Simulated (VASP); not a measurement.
# NaH (Fm-3m) in VASP: further runs, part 3 of 3

VASP 6.6.1.

**5. Electric field gradients, PBEsol**

This run uses another cell than the first one, of 14.53 Å³/atom.

The input, INCAR:

```
SYSTEM = NaH
ALGO     = Normal         ! electronic algorithm
EDIFF    = 1E-8           ! SCF threshold, eV
ENCUT    = 520            ! plane-wave cutoff, eV
GGA      = PS             ! functional
ISIF     = 2              ! what is computed and relaxed
ISMEAR   = -1             ! smearing method
LASPH    = .TRUE.         ! aspherical terms in the spheres
LCHARG   = .FALSE.        ! write CHGCAR
LEFG     = .TRUE.       
LREAL    = .FALSE.        ! projectors in reciprocal space
LWAVE    = .FALSE.        ! write WAVECAR
NBANDS   = 11             ! bands
NELM     = 100            ! most SCF steps
PREC     = Accurate       ! precision mode
SIGMA    = 0.03           ! smearing width, eV
```

The input, KPOINTS:

```
k-points
0
G
  9 9 9
  0 0 0
```

The input, POSCAR:

```
NaH
1.0
    0.0000000000      2.4400000000      2.4400000000
    2.4400000000      0.0000000000      2.4400000000
    2.4400000000      2.4400000000      0.0000000000
Na H
1 1
Direct
    0.0000000000      0.0000000000      0.0000000000
    0.5000000000      0.5000000000      0.5000000000
```

Potentials or basis: VASP PAW PBE potentials, release 64 (Na_pv, H).

Run with:

```bash
$ cat potpaw_PBE.64/Na_pv/POTCAR potpaw_PBE.64/H/POTCAR > POTCAR
$ mpirun -np 1 vasp_std > vasp.out
```

OUTCAR:

```text
SYSTEM = NaH
   EDIFF = 1E-8
   ENCUT = 520
   GGA = PS
   ISIF = 2
   ISMEAR = -1
   LASPH = .TRUE.
   LREAL = .FALSE.
   NELM = 100
   PREC = Accurate

 ion  position               nearest neighbor table
   1  0.000  0.000  0.000-
   2  0.500  0.500  0.500-

  LATTYP: Found a face centered cubic cell.
 ALAT       =     4.8800000000

  Lattice vectors:

 A1 = (   0.0000000000,   2.4400000000,   2.4400000000)
 A2 = (   2.4400000000,   0.0000000000,   2.4400000000)
 A3 = (   2.4400000000,   2.4400000000,   0.0000000000)

Analysis of symmetry for initial positions (statically):
=====================================================================
 Subroutine PRICEL returns:
 Original cell was already a primitive cell.

 Routine SETGRP: Setting up the symmetry group for a
 face centered cubic supercell.

 Subroutine GETGRP returns: Found 48 space group operations
 (whereof 48 operations were pure point group operations)
 out of a pool of 48 trial point group operations.

The static configuration has the point symmetry O_h .

Analysis of symmetry for dynamics (positions and initial velocities):
=====================================================================
 Subroutine PRICEL returns:
 Original cell was already a primitive cell.

 Routine SETGRP: Setting up the symmetry group for a
 face centered cubic supercell.

 Subroutine GETGRP returns: Found 48 space group operations
 (whereof 48 operations were pure point group operations)
 out of a pool of 48 trial point group operations.

[... 477 lines left out ...]
 k-point    24 :       0.4444    0.4444    0.0000
  band No.  band energies     occupation
      1     -23.3101      2.00000
      2     -23.2630      2.00000
      3     -23.2630      2.00000
      4      -1.5499      2.00000
      5       3.3962      0.00000
      6       8.5599      0.00000
      7       9.1987      0.00000
      8       9.1987      0.00000
      9      10.3780      0.00000
     10      21.6453      0.00000
     11      23.4628      0.00000

 [... further k-points ...]

------------------------ aborting loop because EDIFF is reached ----------------------------------------

  FORCE on cell =-STRESS in cart. coord.  units (eV):
  Direction    XX          YY          ZZ          XY          YZ          ZX
  --------------------------------------------------------------------------------------
  -------------------------------------------------------------------------------------
  Total       -0.2173147     -0.2173147     -0.2173147     -0.0000000     -0.0000000     -0.0000000
  in kB      -11.9839539    -11.9839539    -11.9839539     -0.0000000     -0.0000000     -0.0000000
  external PRESSURE =     -11.9839539 kB  Pullay stress =       0.0000000 kB

 VOLUME and BASIS-vectors are now :
 -----------------------------------------------------------------------------
  energy-cutoff  :      520.00
  volume of cell :       29.05
      direct lattice vectors                 reciprocal lattice vectors
     0.000000000  2.440000000  2.440000000    -0.204918033  0.204918033  0.204918033
     2.440000000  0.000000000  2.440000000     0.204918033 -0.204918033  0.204918033
     2.440000000  2.440000000  0.000000000     0.204918033  0.204918033 -0.204918033

 POSITION                                       TOTAL-FORCE (eV/Angst)
 -----------------------------------------------------------------------------------
      0.00000      0.00000      0.00000         0.000000      0.000000     -0.000000
      2.44000      2.44000      2.44000        -0.000000      0.000000      0.000000
 -----------------------------------------------------------------------------------
    total drift:                               -0.000000     -0.000000     -0.000000

  FREE ENERGIE OF THE ION-ELECTRON SYSTEM (eV)
  ---------------------------------------------------
  free  energy   TOTEN  =        -5.0804710785 eV

  energy  without entropy=       -5.0804710785  energy(sigma->0) =       -5.08047108

 Electric field gradients (V/A^2)
---------------------------------------------------------------------
 ion       V_xx      V_yy      V_zz      V_xy      V_xz      V_yz
---------------------------------------------------------------------
   1      -0.000     0.000     0.000     0.001     0.001     0.001
   2      -0.000    -0.000     0.000     0.001     0.001     0.001
---------------------------------------------------------------------

 Electric field gradients after diagonalization (V/A^2)
 (convention: |V_zz| > |V_xx| > |V_yy|)
----------------------------------------------------------------------
 ion       V_xx      V_yy      V_zz     asymmetry (V_yy - V_xx)/ V_zz
----------------------------------------------------------------------
   1      -0.001    -0.001     0.003       0.000
   2      -0.001    -0.001     0.002       0.000
----------------------------------------------------------------------

           NMR quadrupolar parameters

 Cq : quadrupolar parameter    Cq=e*Q*V_zz/h
 eta: asymmetry parameters     (V_yy - V_xx)/ V_zz
 Q  : nuclear electric quadrupole moment in mb (millibarn)
----------------------------------------------------------------------
 ion       Cq(MHz)       eta       Q (mb)
----------------------------------------------------------------------
   1       0.000       0.000       1.000
   2       0.000       0.000       1.000
----------------------------------------------------------------------
```

OSZICAR:

```text
N       E                     dE             d eps       ncg     rms          rms(c)
DAV:   1     0.391092431072E+02    0.39109E+02   -0.45438E+03   782   0.732E+02
DAV:   2    -0.409610132371E+01   -0.43205E+02   -0.42639E+02   788   0.195E+02
DAV:   3    -0.544403623355E+01   -0.13479E+01   -0.13462E+01   926   0.333E+01
DAV:   4    -0.545313497291E+01   -0.90987E-02   -0.90979E-02   891   0.279E+00
DAV:   5    -0.545321683968E+01   -0.81867E-04   -0.81865E-04   898   0.270E-01    0.288E+00
DAV:   6    -0.515713531925E+01    0.29608E+00   -0.30218E-01   929   0.316E+00    0.132E+00
DAV:   7    -0.507787494414E+01    0.79260E-01   -0.27298E-01   881   0.221E+00    0.331E-01
DAV:   8    -0.508052391272E+01   -0.26490E-02   -0.67437E-03   854   0.950E-01    0.596E-02
DAV:   9    -0.508048095907E+01    0.42954E-04   -0.74823E-04   962   0.324E-01    0.191E-02
DAV:  10    -0.508047059860E+01    0.10360E-04   -0.42694E-05   858   0.419E-02    0.294E-03
DAV:  11    -0.508047128945E+01   -0.69085E-06   -0.11973E-06   901   0.639E-03    0.219E-03
DAV:  12    -0.508047107117E+01    0.21828E-06   -0.10555E-07   872   0.213E-03    0.212E-04
DAV:  13    -0.508047107854E+01   -0.73715E-08   -0.50299E-09   706   0.441E-04
   1 F= -.50804711E+01 E0= -.50804711E+01  d E =-.322838E-10
```

stdout:

```text
POSCAR found type information on POSCAR NaH
 POSCAR found :  2 types and       2 ions
 scaLAPACK will be used
 -----------------------------------------------------------------------------
|                                                                             |
|                                                                             |
|     You enforced a specific xc type in the INCAR file but a different       |
|     I HOPE YOU KNOW WHAT YOU ARE DOING!                                     |
|                                                                             |
 -----------------------------------------------------------------------------

 LDA part: xc-table for (Slater+PW92), standard interpolation
 POSCAR, INCAR and KPOINTS ok, starting setup
 FFT: planning ... GRIDC
 FFT: planning ... GRID_SOFT
 FFT: planning ... GRID
 WAVECAR not read
 entering main loop
ion   1

ion   2
```

Wall time 12 s (1 thread of Intel Xeon Platinum 8488C (Sapphire Rapids), shared host); peak memory 0.15 GiB.

What came out:

```yaml
Free_energy: -5.0805 eV
Pressure: -1.2 GPa
Band_gap_on_the_k_mesh: 3.82 eV (least direct gap 4.55 eV)
Largest_electric_field_gradient_by_atom: zero within the noise of the run
```

Levels at points of the mesh, in eV from the valence-band top:
```
           k point  band 1  band 2  band 3  band 4  band 5  band 6  band 7  band 8
(0.00, 0.00, 0.00)  -21.98  -21.98  -21.98   -3.57   10.23   15.25   15.25   15.25
```

Caveat: the PAW data sets were made with another functional, which shifts forces and pressure a little; an odd mesh through Γ misses points on the zone boundary, where band edges can lie.

**6. Electric field gradients, r2SCAN**

This run uses another cell than the first one, of 14.53 Å³/atom.

POSCAR is that of step 5.

The input, INCAR.step1:

```
SYSTEM = NaH
  PREC = Accurate
  ENCUT = 520
  ISMEAR = -1
  SIGMA = 0.03
  LREAL = .FALSE.
  LASPH = .TRUE.
  NELM = 60
  NBANDS = 11
  GGA = PE
  ALGO = Normal
  EDIFF = 1E-4
  LWAVE = .TRUE.
  LCHARG = .FALSE.
```

The input, INCAR.step2:

```
SYSTEM = NaH
  PREC = Accurate
  ENCUT = 520
  EDIFF = 1E-8
  ISMEAR = -1
  SIGMA = 0.03
  LREAL = .FALSE.
  LASPH = .TRUE.
  NELM = 60
  ALGO = Normal
  ISIF = 2
  LWAVE = .FALSE.
  LCHARG = .FALSE.
  METAGGA = R2SCAN
  LMIXTAU = .TRUE.
  LEFG = .TRUE.
  NBANDS = 11
  ISTART = 1
```

The input, KPOINTS:

```
Automatic mesh
0
G
  9 9 9
  0 0 0
```

Potentials or basis: VASP PAW PBE potentials, release 64 (Na_pv, H).

Run with:

```bash
$ cat potpaw_PBE.64/Na_pv/POTCAR potpaw_PBE.64/H/POTCAR > POTCAR
$ cp INCAR.step1 INCAR
$ mpirun -np 1 vasp_std > vasp.out
$ cp INCAR.step2 INCAR
$ mpirun -np 1 vasp_std > vasp.out
```

OUTCAR:

```text
SYSTEM = NaH
   PREC = Accurate
   ENCUT = 520
   EDIFF = 1E-8
   ISMEAR = -1
   LREAL = .FALSE.
   LASPH = .TRUE.
   NELM = 60
   ISIF = 2
   METAGGA = R2SCAN
   ISTART = 1

 ion  position               nearest neighbor table
   1  0.000  0.000  0.000-
   2  0.500  0.500  0.500-

  LATTYP: Found a face centered cubic cell.
 ALAT       =     4.8800000000

  Lattice vectors:

 A1 = (   0.0000000000,   2.4400000000,   2.4400000000)
 A2 = (   2.4400000000,   0.0000000000,   2.4400000000)
 A3 = (   2.4400000000,   2.4400000000,   0.0000000000)

Analysis of symmetry for initial positions (statically):
=====================================================================
 Subroutine PRICEL returns:
 Original cell was already a primitive cell.

 Routine SETGRP: Setting up the symmetry group for a
 face centered cubic supercell.

 Subroutine GETGRP returns: Found 48 space group operations
 (whereof 48 operations were pure point group operations)
[... 522 lines left out ...]
  volume of cell :       29.05
      direct lattice vectors                 reciprocal lattice vectors
     0.000000000  2.440000000  2.440000000    -0.204918033  0.204918033  0.204918033
     2.440000000  0.000000000  2.440000000     0.204918033 -0.204918033  0.204918033
     2.440000000  2.440000000  0.000000000     0.204918033  0.204918033 -0.204918033

 POSITION                                       TOTAL-FORCE (eV/Angst)
 -----------------------------------------------------------------------------------
      0.00000      0.00000      0.00000         0.000000      0.000000     -0.000000
      2.44000      2.44000      2.44000         0.000000      0.000000      0.000000
 -----------------------------------------------------------------------------------
    total drift:                               -0.000000     -0.000000     -0.000000

  FREE ENERGIE OF THE ION-ELECTRON SYSTEM (eV)
  ---------------------------------------------------
  free  energy   TOTEN  =        -7.5951807503 eV

  energy  without entropy=       -7.5951807503  energy(sigma->0) =       -7.59518075

 Electric field gradients (V/A^2)
---------------------------------------------------------------------
 ion       V_xx      V_yy      V_zz      V_xy      V_xz      V_yz
---------------------------------------------------------------------
   1       0.000     0.000    -0.000     0.001     0.001     0.001
   2       0.000    -0.000     0.000     0.001     0.001     0.001
---------------------------------------------------------------------

 Electric field gradients after diagonalization (V/A^2)
 (convention: |V_zz| > |V_xx| > |V_yy|)
----------------------------------------------------------------------
 ion       V_xx      V_yy      V_zz     asymmetry (V_yy - V_xx)/ V_zz
----------------------------------------------------------------------
   1      -0.001    -0.001     0.003       0.000
   2      -0.001    -0.001     0.002       0.000
----------------------------------------------------------------------

           NMR quadrupolar parameters

 Cq : quadrupolar parameter    Cq=e*Q*V_zz/h
 eta: asymmetry parameters     (V_yy - V_xx)/ V_zz
 Q  : nuclear electric quadrupole moment in mb (millibarn)
----------------------------------------------------------------------
 ion       Cq(MHz)       eta       Q (mb)
----------------------------------------------------------------------
   1       0.000       0.000       1.000
   2       0.000       0.000       1.000
----------------------------------------------------------------------
```

OUTCAR.step1:

```text
SYSTEM = NaH
   PREC = Accurate
   ENCUT = 520
   ISMEAR = -1
   LREAL = .FALSE.
   LASPH = .TRUE.
[... 557 lines left out ...]
      0.00000      0.00000      0.00000        -0.000000     -0.000000     -0.000000
      2.44000      2.44000      2.44000         0.000000      0.000000      0.000000
 -----------------------------------------------------------------------------------
    total drift:                               -0.000000     -0.000000     -0.000000

  FREE ENERGIE OF THE ION-ELECTRON SYSTEM (eV)
  ---------------------------------------------------
  free  energy   TOTEN  =        -5.0860447320 eV

  energy  without entropy=       -5.0860447319  energy(sigma->0) =       -5.08604473
```

OSZICAR.step1:

```text
N       E                     dE             d eps       ncg     rms          rms(c)
DAV:   1     0.392950990625E+02    0.39295E+02   -0.45568E+03   782   0.733E+02
DAV:   2    -0.413680433568E+01   -0.43432E+02   -0.42857E+02   788   0.196E+02
DAV:   3    -0.550196866904E+01   -0.13652E+01   -0.13634E+01   929   0.334E+01
DAV:   4    -0.551119476858E+01   -0.92261E-02   -0.92253E-02   891   0.281E+00
DAV:   5    -0.551127891145E+01   -0.84143E-04   -0.84141E-04   898   0.274E-01    0.317E+00
DAV:   6    -0.517163966780E+01    0.33964E+00   -0.33552E-01   907   0.272E+00    0.146E+00
DAV:   7    -0.508118477056E+01    0.90455E-01   -0.32489E-01   872   0.210E+00    0.355E-01
DAV:   8    -0.508614895603E+01   -0.49642E-02   -0.10408E-02   842   0.943E-01    0.696E-02
DAV:   9    -0.508605825317E+01    0.90703E-04   -0.12077E-03   922   0.359E-01    0.229E-02
DAV:  10    -0.508604473198E+01    0.13521E-04   -0.62999E-05   512   0.504E-02
   1 F= -.50860447E+01 E0= -.50860447E+01  d E =-.432891E-10
```

Wall time 56 s (1 thread of Intel Xeon Platinum 8488C (Sapphire Rapids), shared host); peak memory 0.15 GiB.

What came out:

* Free energy: -7.5952 eV
* Pressure: -1.3 GPa
* Band gap on the k mesh: 4.61 eV (least direct gap 5.28 eV)
* Largest electric field gradient by atom: zero within the noise of the run

Caveat: the PAW data sets were made with another functional, which shifts forces and pressure a little; an odd mesh through Γ misses points on the zone boundary, where band edges can lie.

**7. Overview**

```csv
level,potentials or basis,cell,gap on the mesh (eV),pressure (GPa)
PBE,"VASP PAW PBE potentials, release 64 (Na_pv, H)","a = 3.496 Å, angles 60.0°, 2 atoms",3.94,-1.4
LDA,"VASP PAW LDA potentials, release 64 (Na_pv, H)","a = 3.451 Å, angles 60.0°, 2 atoms",3.67,-2.7
PBEsol,"VASP PAW PBE potentials, release 64 (Na_pv, H)","a = 3.451 Å, angles 60.0°, 2 atoms",3.82,-1.2
r2SCAN,"VASP PAW PBE potentials, release 64 (Na_pv, H)","a = 3.451 Å, angles 60.0°, 2 atoms",4.61,-1.3
```

Alike in all rows: task electric field gradients; no spin polarisation; k mesh 9 × 9 × 9; cutoff (eV) 520; smearing fermi-dirac 0.03 eV.

Caveats: an odd mesh through Γ misses points on the zone boundary, where band edges can lie; the PAW data sets were made with another functional, which shifts forces and pressure a little (at least some runs).

Absolute energies hang on the potentials; compare differences alone.
